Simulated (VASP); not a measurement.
# C (P6_3/mmc) in VASP: a series of runs

The runs below take C through single point, with PBEsol.

Program: VASP 6.6.1. These are calculated values, not measurements. Logs are shortened: lines on timing, memory, paths and dates and some standing lists are left out, and cuts for length are marked.

## (1) The cell of the first run

Symmetry: P6_3/mmc, No. 194, hexagonal system. Conventional cell: a = 2.447 Å, b = 2.447 Å, c = 7.211 Å, α = 90.00°, β = 90.00°, γ = 120.00°. C (site symmetry -6m2) has 3 C at 1.41 Å within 1.9 Å. Within 1.9 Å of C (site symmetry -6m2) lie 3 C at 1.41 Å.

## (2) Single point, PBEsol (volume scaled by 0.985, then relaxed in part)

INCAR reads:

```
SYSTEM = C
  ALGO = Normal
  EDIFF = 1E-6
  ENCUT = 520
  GGA = PS
  ISIF = 2
  ISMEAR = 0
  LASPH = .TRUE.
  LCHARG = .TRUE.
  LELF = .TRUE.
  LREAL = .FALSE.
  LVHAR = .TRUE.
  LWAVE = .FALSE.
  NBANDS = 16
  NELM = 100
  PREC = Accurate
  SIGMA = 0.01
```

KPOINTS reads:

```
k-points
0
G
  10 10 4
  0 0 0
```

POSCAR reads:

```
C
1.0
    2.4465116514      0.0000000000      0.0000000000
   -1.2232558257      2.1187412408      0.0000000000
    0.0000000000      0.0000000000      7.2108719366
C
4
Direct
    0.0000000000      0.0000000000      0.0025000000
    0.0000000000      0.0000000000      0.5025000000
    0.3333333333      0.6666666667      0.0025000000
    0.6666666667      0.3333333333      0.5025000000
```

Potentials or basis: VASP PAW PBE potentials, release 64 (C).

Command:

```
$ cat potpaw_PBE.64/C/POTCAR > POTCAR
$ mpirun -np 1 vasp_std > vasp.out
```

OUTCAR:

```text
SYSTEM = C
   EDIFF = 1E-6
   ENCUT = 520
   GGA = PS
   ISIF = 2
   ISMEAR = 0
   LASPH = .TRUE.
   LREAL = .FALSE.
   NELM = 100
   PREC = Accurate

 ion  position               nearest neighbor table
   1  0.000  0.000  0.002-   3 1.41   3 1.41   3 1.41
   2  0.000  0.000  0.502-   4 1.41   4 1.41   4 1.41
   3  0.333  0.667  0.002-   1 1.41   1 1.41   1 1.41
   4  0.667  0.333  0.502-   2 1.41   2 1.41   2 1.41

  LATTYP: Found a hexagonal cell.
 ALAT       =     2.4465116514
 C/A-ratio  =     2.9474096036

  Lattice vectors:

 A1 = (   2.4465116514,   0.0000000000,   0.0000000000)
 A2 = (  -1.2232558257,   2.1187412408,   0.0000000000)
 A3 = (   0.0000000000,   0.0000000000,   7.2108719366)

Analysis of symmetry for initial positions (statically):
=====================================================================
 Subroutine PRICEL returns:
 Original cell was already a primitive cell.

 Routine SETGRP: Setting up the symmetry group for a
 hexagonal supercell.

 Subroutine GETGRP returns: Found 24 space group operations
 (whereof  6 operations were pure point group operations)
 out of a pool of 24 trial point group operations.

The static configuration has the point symmetry C_3v.
 The point group associated with its full space group is D_6h.

Analysis of symmetry for dynamics (positions and initial velocities):
=====================================================================
 Subroutine PRICEL returns:
 Original cell was already a primitive cell.

 Routine SETGRP: Setting up the symmetry group for a
 hexagonal supercell.

 Subroutine GETGRP returns: Found 24 space group operations
 (whereof  6 operations were pure point group operations)
 out of a pool of 24 trial point group operations.

The dynamic configuration has the point symmetry C_3v.
 The point group associated with its full space group is D_6h.

 Subroutine INISYM returns: Found 24 space group operations
 (whereof  6 operations are pure point group operations),
 and found     1 'primitive' translations

----------------------------------------------------------------------------------------

                                     Primitive cell

  volume of cell :      37.3777

  direct lattice vectors                    reciprocal lattice vectors
     2.446511651  0.000000000  0.000000000     0.408745243  0.235989176  0.000000000
    -1.223255826  2.118741241  0.000000000     0.000000000  0.471978352  0.000000000
     0.000000000  0.000000000  7.210871937     0.000000000  0.000000000  0.138679484

  length of vectors
     2.446511651  2.446511651  7.210871937     0.471978352  0.471978352  0.138679484

  position of ions in fractional coordinates (direct lattice)
     0.000000000  0.000000000  0.002500000
     0.000000000  0.000000000  0.502500000
     0.333333333  0.666666667  0.002500000
     0.666666667  0.333333333  0.502500000

  ion indices of the primitive-cell ions
   primitive index   ion index
                 1           1
                 2           2
                 3           3
                 4           4

----------------------------------------------------------------------------------------

 KPOINTS: k-points

Automatic generation of k-mesh.
 Grid dimensions read from file:
 generate k-points for:   10   10    4

 Generating k-lattice:

  Cartesian coordinates                     Fractional coordinates (reciprocal lattice)
     0.040874524  0.023598918  0.000000000     0.100000000  0.000000000  0.000000000
     0.000000000  0.047197835  0.000000000     0.000000000  0.100000000  0.000000000
     0.000000000  0.000000000  0.034669871     0.000000000  0.000000000  0.250000000

  Length of vectors
     0.047197835  0.047197835  0.034669871

  Shift w.r.t. Gamma in fractional coordinates (k-lattice)
     0.000000000  0.000000000  0.000000000

 Subroutine IBZKPT returns following result:
 ===========================================

 Found     42 irreducible k-points:

 Following reciprocal coordinates:
            Coordinates               Weight
  0.000000  0.000000  0.000000      1.000000
  0.100000  0.000000  0.000000      6.000000
  0.200000  0.000000  0.000000      6.000000
  0.300000  0.000000  0.000000      6.000000
  0.400000  0.000000  0.000000      6.000000
  0.500000  0.000000  0.000000      3.000000
[... 16 lines left out ...]
  0.300000  0.100000  0.250000     24.000000
  0.400000  0.100000  0.250000     24.000000
 [... further k-points ...]
   k-points           NKPTS =     42   k-points in BZ     NKDIM =     42   number of bands    NBANDS=     16
   number of dos      NEDOS =    301   number of ions     NIONS =      4
   total plane-waves  NPLWV =  17496
   dimension x,y,z NGX =    18 NGY =   18 NGZ =   54
   dimension x,y,z NGXF=    36 NGYF=   36 NGZF=  108
   ions per type =               4
   NGX,Y,Z   is equivalent  to a cutoff of  12.23, 12.23, 12.45 a.u.
   NGXF,Y,Z  is equivalent  to a cutoff of  24.46, 24.46, 24.90 a.u.
 SYSTEM =  C
   PREC   = accura    normal or accurate (medium, high low for compatibility)
   ISTART =      0    job   : 0-new  1-cont  2-samecut
   ICHARG =      2    charge: 1-file 2-atom 10-const
   ISPIN  =      1    spin polarized calculation?
   LNONCOLLINEAR =      F non collinear calculations
   LSORBIT =      F    spin-orbit coupling
   LASPH  =      T    aspherical Exc in radial PAW
   ENCUT  =  520.0 eV  38.22 Ry    6.18 a.u.   4.55  4.55 13.41*2*pi/ulx,y,z
   NELM   =    100;   NELMIN=  2; NELMDL= -5     # of ELM steps
   EDIFF  = 0.1E-05   stopping-criterion for ELM
   LREAL  =      F    real-space projection
   EDIFFG = 0.1E-04   stopping-criterion for IOM
   NSW    =      0    number of steps for IOM
   IBRION =     -1    ionic relax: 0-MD 1-quasi-New 2-CG
   NFREE  =      0    steps in history (QN), initial steepest desc. (CG)
   ISIF   =      2    stress and relaxation
   ISYM   =      2    0-nonsym 1-usesym 2-fastsym
   POTIM  = 0.5000    time-step for ionic-motion
   TEBEG  =    0.0;   TEEND  =   0.0 temperature during run
   PSTRESS=    0.0 pullay stress
   NELECT =      16.0000    total number of electrons
   NUPDOWN=      -1.0000    fix difference up-down
   EMIN   =  10.00;   EMAX   =-10.00  energy-range for DOS
   EFERMI =   0.00;   METHOD = LEGACY
   ISMEAR =     0;   SIGMA  =   0.01  broadening in eV -4-tet -1-fermi 0-gaus
   EFERMI_NEDOS =   21; number of points for ismear=-14 and -15
   IALGO  =     38    algorithm
   IMIX   =      4    mixing-type and parameters
     AMIX     =   0.40;   BMIX     =  1.00
     AMIX_MAG =   1.60;   BMIX_MAG =  1.00
  volume/ion in A,a.u.               =       9.34        63.06
  Fermi-wavevector in a.u.,A,eV,Ry     =   1.233797  2.331539 20.711548  1.522256
  Thomas-Fermi vector in A             =   2.368513
   LORBIT       =      0    0 simple, 1 ext, 2 COOP (PROOUT), +10 PAW based schemes
   GGA     = PS    functional components
   LHFCALC =     F    Hartree Fock is set to
   AEXX    =    0.0000 exact exchange contribution
   IVDW    =     0    specifies the selected vdW correction
   LEPSILON=     F    determine dielectric tensor
   LRPA    =     F    only Hartree local field effects (RPA)
 non-spin polarized calculation
 Gauss-broadening in eV      SIGMA  =   0.01
  energy-cutoff  :      520.00
  volume of cell :       37.38
 maximum number of plane-waves:      1028
   NGX =  9   NGY =  9   NGZ = 27

 number of electron      15.9999996 magnetization

 Free energy of the ion-electron system (eV)
  ---------------------------------------------------
  ext. energy  EPLUGINS =         0.00000000
  ---------------------------------------------------
  free energy    TOTEN  =       -38.57883114 eV

  energy without entropy =      -38.57883114  energy(sigma->0) =      -38.57883114

 E-fermi :   3.4703     XC(G=0): -10.0804

 val. band max:        3.4257480290   @ k =   0.3000   0.3000   0.0000
 cond. band min:       4.9581247783   @ k =   0.3000   0.3000   0.0000
 fundamental gap:      1.5323767493
 Fermi energy:         3.4702922279

 k-point     1 :       0.0000    0.0000    0.0000
  band No.  band energies     occupation
      1     -15.6174      2.00000
      2     -15.4462      2.00000
      3      -4.3249      2.00000
      4      -2.9604      2.00000
      5       1.1435      2.00000
      6       1.1435      2.00000
[... 8 lines left out ...]
     15      15.8246      0.00000
     16      15.9416      0.00000

 k-point     2 :       0.1000    0.0000    0.0000
  band No.  band energies     occupation
      1     -15.3764      2.00000
      2     -15.2080      2.00000
      3      -4.0308      2.00000
      4      -2.6802      2.00000
      5       0.2123      2.00000
      6       0.2309      2.00000
[... 8 lines left out ...]
     15      14.9739      0.00000
     16      15.1308      0.00000

 k-point     3 :       0.2000    0.0000    0.0000
  band No.  band energies     occupation
      1     -14.6571      2.00000
      2     -14.4970      2.00000
      3      -3.1582      2.00000
      4      -2.0037      2.00000
      5      -1.9644      2.00000
      6      -1.8527      2.00000
[... 8 lines left out ...]
     15      16.1596      0.00000
     16      16.1840      0.00000

 k-point     4 :       0.3000    0.0000    0.0000
  band No.  band energies     occupation
      1     -13.4721      2.00000
      2     -13.3251      2.00000
      3      -4.6663      2.00000
      4      -4.6036      2.00000
      5      -1.7460      2.00000
      6      -1.4127      2.00000
[... 8 lines left out ...]
     15      19.5300      0.00000
     16      19.5533      0.00000
[... 324 lines left out ...]
 k-point    22 :       0.2000    0.1000    0.2500
  band No.  band energies     occupation
      1     -13.9226      2.00000
      2     -13.8150      2.00000
      3      -3.3387      2.00000
      4      -3.3077      2.00000
      5      -2.1393      2.00000
      6      -1.6046      2.00000
[... 8 lines left out ...]
     15      16.5811      0.00000
     16      16.7009      0.00000

 k-point    23 :       0.3000    0.1000    0.2500
  band No.  band energies     occupation
      1     -12.5211      2.00000
      2     -12.4243      2.00000
      3      -5.8987      2.00000
      4      -5.8485      2.00000
      5      -2.5412      2.00000
      6      -2.5172      2.00000
[... 8 lines left out ...]
     15      18.4003      0.00000
     16      19.1522      0.00000

 k-point    24 :       0.4000    0.1000    0.2500
  band No.  band energies     occupation
      1     -10.7349      2.00000
      2     -10.6545      2.00000
      3      -8.3376      2.00000
      4      -8.2743      2.00000
      5      -3.0270      2.00000
      6      -3.0011      2.00000
[... 8 lines left out ...]
     15      17.0084      0.00000
     16      18.1083      0.00000

 [... further k-points ...]

------------------------ aborting loop because EDIFF is reached ----------------------------------------

  FORCE on cell =-STRESS in cart. coord.  units (eV):
  Direction    XX          YY          ZZ          XY          YZ          ZX
  --------------------------------------------------------------------------------------
  -------------------------------------------------------------------------------------
  Total        1.6237739      1.6237739      0.0176172      0.0000000     -0.0000000      0.0000000
  in kB       69.6022290     69.6022290      0.7551534      0.0000000     -0.0000000      0.0000000
  external PRESSURE =      46.6532038 kB  Pullay stress =       0.0000000 kB

 VOLUME and BASIS-vectors are now :
 -----------------------------------------------------------------------------
  energy-cutoff  :      520.00
  volume of cell :       37.38
      direct lattice vectors                 reciprocal lattice vectors
     2.446511651  0.000000000  0.000000000     0.408745243  0.235989176  0.000000000
    -1.223255826  2.118741241  0.000000000     0.000000000  0.471978352  0.000000000
     0.000000000  0.000000000  7.210871937     0.000000000  0.000000000  0.138679484

 POSITION                                       TOTAL-FORCE (eV/Angst)
 -----------------------------------------------------------------------------------
      0.00000      0.00000      0.01803         0.000000     -0.000000     -0.000000
      0.00000      0.00000      3.62346        -0.000000      0.000000      0.000000
     -0.00000      1.41249      0.01803         0.000000      0.000000     -0.000000
      1.22326      0.70625      3.62346        -0.000000     -0.000000      0.000000
 -----------------------------------------------------------------------------------
    total drift:                               -0.000000     -0.000000      0.000002

  FREE ENERGIE OF THE ION-ELECTRON SYSTEM (eV)
  ---------------------------------------------------
  free  energy   TOTEN  =       -38.5788311375 eV

  energy  without entropy=      -38.5788311375  energy(sigma->0) =      -38.57883114
```

Wall time 11 s (1 thread of AMD EPYC 9R45 (Zen 5), shared host); peak memory 0.11 GiB.

What came out:

```
Free energy            : -38.5788 eV
Pressure               : 4.7 GPa
Band gap on the k mesh : 1.53 eV, direct
```

Stress tensor (GPa, compression positive):
```
6.96 0.00 0.00
0.00 6.96 0.00
0.00 0.00 0.08
```

Caveat: the PAW data sets were made with another functional, which shifts forces and pressure a little; this functional lacks dispersion, which binds the layers, so the pressure and a relaxed spacing across them are unreliable. A k mesh can miss the band edges.

(Part 1 of 2 ends here.)
